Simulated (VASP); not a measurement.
# Sr (Fm-3m) in VASP: further runs

Sr is run at these levels: LDA; tasks: relaxation of cell and atoms.

All numbers are computed with VASP 6.6.1; they aren't measurements. Logs are shortened: lines on timing, memory, paths and dates and some standing lists are left out, and cuts for length are marked.

**1. The cell of the first run**

Symmetry: Fm-3m, No. 225, cubic system. Conventional cell: a = 5.157 Å, b = 5.157 Å, c = 5.157 Å, α = 90.00°, β = 90.00°, γ = 90.00°. Within 4.8 Å of Sr (site symmetry m-3m) lie 12 Sr at 3.65 Å.

**2. Relaxation of cell and atoms, LDA, target pressure 8.1 GPa, at which the enthalpy is minimised**

Input file INCAR:

```
  PREC = Accurate
  ENCUT = 600
  EDIFF = 1E-6
  ISMEAR = -1
  SIGMA = 0.1
  LREAL = False
  LASPH = True
  NELM = 80
  ALGO = Normal
  ISIF = 3
  LWAVE = False
  LCHARG = False
  IBRION = 2
  NSW = 60
  EDIFFG = -0.005
  PSTRESS = 81.0
```

Input file KPOINTS:

```
Automatic mesh
0
Gamma
  13 13 13
```

Input file POSCAR:

```
Sr
1.0
    0.0000000000      2.5787148819      2.5787148819
    2.5787148819      0.0000000000      2.5787148819
    2.5787148819      2.5787148819      0.0000000000
Sr
1
Direct
    0.0000000000      0.0000000000      0.0000000000
```

Potentials or basis: VASP PAW LDA potentials, release 64 (Sr_sv).

Run with:

```sh
cat potpaw_LDA.64/Sr_sv/POTCAR > POTCAR
mpirun -np 1 vasp_std > vasp.out
```

OUTCAR:

```text
PREC = Accurate
   ENCUT = 600
   EDIFF = 1E-6
   ISMEAR = -1
   LREAL = False
   LASPH = True
   NELM = 80
   ISIF = 3
   IBRION = 2
   NSW = 60
   EDIFFG = -0.005
   PSTRESS = 81.0

 ion  position               nearest neighbor table
   1  0.000  0.000  0.000-

  LATTYP: Found a face centered cubic cell.
 ALAT       =     5.1574297638

  Lattice vectors:

 A1 = (   0.0000000000,   2.5787148819,   2.5787148819)
 A2 = (   2.5787148819,   0.0000000000,   2.5787148819)
 A3 = (   2.5787148819,   2.5787148819,   0.0000000000)

Analysis of symmetry for initial positions (statically):
=====================================================================
 Subroutine PRICEL returns:
 Original cell was already a primitive cell.

 Routine SETGRP: Setting up the symmetry group for a
 face centered cubic supercell.

 Subroutine GETGRP returns: Found 48 space group operations
 (whereof 48 operations were pure point group operations)
 out of a pool of 48 trial point group operations.

The static configuration has the point symmetry O_h .

Analysis of symmetry for dynamics (positions and initial velocities):
=====================================================================
 Subroutine PRICEL returns:
 Original cell was already a primitive cell.

 Routine SETGRP: Setting up the symmetry group for a
 face centered cubic supercell.

 Subroutine GETGRP returns: Found 48 space group operations
 (whereof 48 operations were pure point group operations)
 out of a pool of 48 trial point group operations.

The dynamic configuration has the point symmetry O_h .

 Subroutine INISYM returns: Found 48 space group operations
 (whereof 48 operations are pure point group operations),
 and found     1 'primitive' translations

----------------------------------------------------------------------------------------

                                     Primitive cell

  volume of cell :      34.2957

  direct lattice vectors                    reciprocal lattice vectors
     0.000000000  2.578714882  2.578714882    -0.193895030  0.193895030  0.193895030
     2.578714882  0.000000000  2.578714882     0.193895030 -0.193895030  0.193895030
     2.578714882  2.578714882  0.000000000     0.193895030  0.193895030 -0.193895030

  length of vectors
     3.646853559  3.646853559  3.646853559     0.335836044  0.335836044  0.335836044

  position of ions in fractional coordinates (direct lattice)
     0.000000000  0.000000000  0.000000000

  ion indices of the primitive-cell ions
   primitive index   ion index
                 1           1

----------------------------------------------------------------------------------------

 KPOINTS: Automatic mesh

Automatic generation of k-mesh.
 Grid dimensions read from file:
 generate k-points for:   13   13   13

 Generating k-lattice:

  Cartesian coordinates                     Fractional coordinates (reciprocal lattice)
    -0.014915002  0.014915002  0.014915002     0.076923077  0.000000000  0.000000000
     0.014915002 -0.014915002  0.014915002     0.000000000  0.076923077  0.000000000
     0.014915002  0.014915002 -0.014915002     0.000000000  0.000000000  0.076923077

  Length of vectors
     0.025833542  0.025833542  0.025833542

  Shift w.r.t. Gamma in fractional coordinates (k-lattice)
     0.000000000  0.000000000  0.000000000

 Subroutine IBZKPT returns following result:
 ===========================================

 Found     84 irreducible k-points:

 Following reciprocal coordinates:
            Coordinates               Weight
  0.000000  0.000000  0.000000      1.000000
  0.076923  0.000000  0.000000      8.000000
  0.153846  0.000000  0.000000      8.000000
  0.230769  0.000000  0.000000      8.000000
  0.307692  0.000000  0.000000      8.000000
  0.384615  0.000000  0.000000      8.000000
[... 16 lines left out ...]
  0.384615  0.153846  0.000000     24.000000
  0.461538  0.153846  0.000000     24.000000
 [... further k-points ...]
   k-points           NKPTS =     84   k-points in BZ     NKDIM =     84   number of bands    NBANDS=      9
   number of dos      NEDOS =    301   number of ions     NIONS =      1
   total plane-waves  NPLWV =  27000
   dimension x,y,z NGX =    30 NGY =   30 NGZ =   30
   dimension x,y,z NGXF=    60 NGYF=   60 NGZF=   60
   ions per type =               1
   NGX,Y,Z   is equivalent  to a cutoff of  13.68, 13.68, 13.68 a.u.
   NGXF,Y,Z  is equivalent  to a cutoff of  27.35, 27.35, 27.35 a.u.
 SYSTEM =  unknown system
   PREC   = accura    normal or accurate (medium, high low for compatibility)
   ISTART =      0    job   : 0-new  1-cont  2-samecut
   ICHARG =      2    charge: 1-file 2-atom 10-const
   ISPIN  =      1    spin polarized calculation?
   LNONCOLLINEAR =      F non collinear calculations
   LSORBIT =      F    spin-orbit coupling
   LASPH  =      T    aspherical Exc in radial PAW
   ENCUT  =  600.0 eV  44.10 Ry    6.64 a.u.   7.28  7.28  7.28*2*pi/ulx,y,z
   NELM   =     80;   NELMIN=  2; NELMDL= -5     # of ELM steps
   EDIFF  = 0.1E-05   stopping-criterion for ELM
   LREAL  =      F    real-space projection
   EDIFFG = -.5E-02   stopping-criterion for IOM
   NSW    =     60    number of steps for IOM
   IBRION =      2    ionic relax: 0-MD 1-quasi-New 2-CG
   NFREE  =      1    steps in history (QN), initial steepest desc. (CG)
   ISIF   =      3    stress and relaxation
   ISYM   =      2    0-nonsym 1-usesym 2-fastsym
   POTIM  = 0.5000    time-step for ionic-motion
   TEBEG  =    0.0;   TEEND  =   0.0 temperature during run
   PSTRESS=   81.0 pullay stress
   NELECT =      10.0000    total number of electrons
   NUPDOWN=      -1.0000    fix difference up-down
   EMIN   =  10.00;   EMAX   =-10.00  energy-range for DOS
   EFERMI =   0.00;   METHOD = LEGACY
   ISMEAR =    -1;   SIGMA  =   0.10  broadening in eV -4-tet -1-fermi 0-gaus
   EFERMI_NEDOS =   21; number of points for ismear=-14 and -15
   IALGO  =     38    algorithm
   IMIX   =      4    mixing-type and parameters
     AMIX     =   0.40;   BMIX     =  1.00
     AMIX_MAG =   1.60;   BMIX_MAG =  1.00
  volume/ion in A,a.u.               =      34.30       231.44
  Fermi-wavevector in a.u.,A,eV,Ry     =   1.085579  2.051447 16.034223  1.178482
  Thomas-Fermi vector in A             =   2.221696
   LORBIT       =      0    0 simple, 1 ext, 2 COOP (PROOUT), +10 PAW based schemes
   GGA     = CA    functional components
   LHFCALC =     F    Hartree Fock is set to
   AEXX    =    0.0000 exact exchange contribution
   IVDW    =     0    specifies the selected vdW correction
   LEPSILON=     F    determine dielectric tensor
   LRPA    =     F    only Hartree local field effects (RPA)
 conjugate gradient relaxation of ions
 non-spin polarized calculation
  energy-cutoff  :      600.00
  volume of cell :       34.30
 maximum number of plane-waves:      1164
 NGX is ok and might be reduce to    30
   NGX = 15   NGY = 15   NGZ = 15

 number of electron      10.0000000 magnetization

 Free energy of the ion-electron system (eV)
  ---------------------------------------------------
  ext. energy  EPLUGINS =         0.00000000
  ---------------------------------------------------
  free energy    TOTEN  =        -1.62217366 eV

  energy without entropy =       -1.58563246  energy(sigma->0) =       -1.60390306

 E-fermi :   3.2682     XC(G=0):  -9.1919

 val. band max:        3.2535151686   @ k =  -0.3077   0.3077   0.0000
 cond. band min:       3.2819335410   @ k =   0.3846   0.3846   0.0000
 fundamental gap:      0.0284183724
 Fermi energy:         3.2681649851

 k-point     1 :       0.0000    0.0000    0.0000
  band No.  band energies     occupation
      1     -32.3632      2.00000
      2     -14.0689      2.00000
      3     -14.0689      2.00000
      4     -14.0689      2.00000
      5      -0.8646      2.00000
      6       6.0721      0.00000
      7       6.0721      0.00000
      8       6.0721      0.00000
      9       8.4849      0.00000

 k-point     2 :       0.0769    0.0000    0.0000
  band No.  band energies     occupation
      1     -32.3567      2.00000
      2     -14.1281      2.00000
      3     -14.0757      2.00000
      4     -14.0757      2.00000
      5      -0.7039      2.00000
      6       5.8541      0.00000
      7       6.1490      0.00000
      8       6.1490      0.00000
      9       8.3677      0.00000

 k-point     3 :       0.1538    0.0000    0.0000
  band No.  band energies     occupation
      1     -32.3385      2.00000
      2     -14.2880      2.00000
      3     -14.0944      2.00000
      4     -14.0944      2.00000
      5      -0.2529      2.00000
      6       5.3670      0.00000
      7       6.3122      0.00000
      8       6.3122      0.00000
      9       8.1737      0.00000

 k-point     4 :       0.2308    0.0000    0.0000
  band No.  band energies     occupation
      1     -32.3127      2.00000
      2     -14.5045      2.00000
      3     -14.1206      2.00000
      4     -14.1206      2.00000
      5       0.3963      2.00000
      6       4.8763      0.00000
      7       6.3504      0.00000
      8       6.3504      0.00000
      9       8.2645      0.00000
[... 205 lines left out ...]
 k-point    22 :       0.3077    0.1538    0.0000
  band No.  band energies     occupation
      1     -32.2865      2.00000
      2     -14.6024      2.00000
      3     -14.2060      2.00000
      4     -14.2030      2.00000
      5       1.0787      2.00000
      6       4.3617      0.00004
      7       5.7595      0.00000
      8       6.8087      0.00000
      9       7.8129      0.00000

 k-point    23 :       0.3846    0.1538    0.0000
  band No.  band energies     occupation
      1     -32.2624      2.00000
      2     -14.7709      2.00000
      3     -14.2474      2.00000
      4     -14.2272      2.00000
      5       1.7335      2.00000
      6       4.1702      0.00024
      7       5.3759      0.00000
      8       6.6490      0.00000
      9       8.6699      0.00000

 k-point    24 :       0.4615    0.1538    0.0000
  band No.  band energies     occupation
      1     -32.2444      2.00000
      2     -14.8905      2.00000
      3     -14.2924      2.00000
      4     -14.2338      2.00000
      5       2.2153      1.99995
      6       4.0968      0.00050
      7       5.2732      0.00000
      8       6.4495      0.00000
      9       9.5840      0.00000

 [... further k-points ...]
[... 5 lines left out ...]
  --------------------------------------------------------------------------------------
  -------------------------------------------------------------------------------------
  Total        1.7326151      1.7326151      1.7326151     -0.0000000      0.0000000      0.0000000
  in kB       80.9417687     80.9417687     80.9417687     -0.0000000      0.0000000      0.0000000
  external PRESSURE =      -0.0582313 kB  Pullay stress =      81.0000000 kB

 VOLUME and BASIS-vectors are now :
 -----------------------------------------------------------------------------
  energy-cutoff  :      600.00
  volume of cell :       34.30
      direct lattice vectors                 reciprocal lattice vectors
     0.000000000  2.578714882  2.578714882    -0.193895030  0.193895030  0.193895030
     2.578714882  0.000000000  2.578714882     0.193895030 -0.193895030  0.193895030
     2.578714882  2.578714882  0.000000000     0.193895030  0.193895030 -0.193895030

 POSITION                                       TOTAL-FORCE (eV/Angst)
 -----------------------------------------------------------------------------------
      0.00000      0.00000      0.00000         0.000000     -0.000000      0.000000
 -----------------------------------------------------------------------------------
    total drift:                               -0.000000     -0.000000      0.000000

  FREE ENERGIE OF THE ION-ELECTRON SYSTEM (eV)
  ---------------------------------------------------
  free  energy   TOTEN  =        -1.6221736572 eV

  energy  without entropy=       -1.5856324613  energy(sigma->0) =       -1.60390306

  enthalpy is  TOTEN    =         0.1116878774 eV   P V=        1.7338615346

 reached required accuracy - stopping structural energy minimisation
```

Run time: 12 s. Hardware: 1 thread of Intel Xeon 6975P-C (Granite Rapids), shared host; peak memory 0.17 GiB.

Results:

| Property | Result |
| --- | --- |
| Free energy | -1.6222 eV |
| Pressure after relaxing | 8.1 GPa |
| Band gap on the k mesh | zero (bands 5 and 6 overlap by 0.19 eV) |

Final structure:
```yaml
crystal:
  lattice:
    - [0.00000, 2.57871, 2.57871]
    - [2.57871, 0.00000, 2.57871]
    - [2.57871, 2.57871, 0.00000]
  atoms:
    - { symbol: Sr, position: [0.00000, 0.00000, 0.00000] }
```

Caveat: the cell is relaxed towards a set pressure, so the run minimises the enthalpy, not the energy.

(Part 1 of 2 ends here.)

The gap in the log of VASP goes by the Fermi energy; the results here count the filled bands.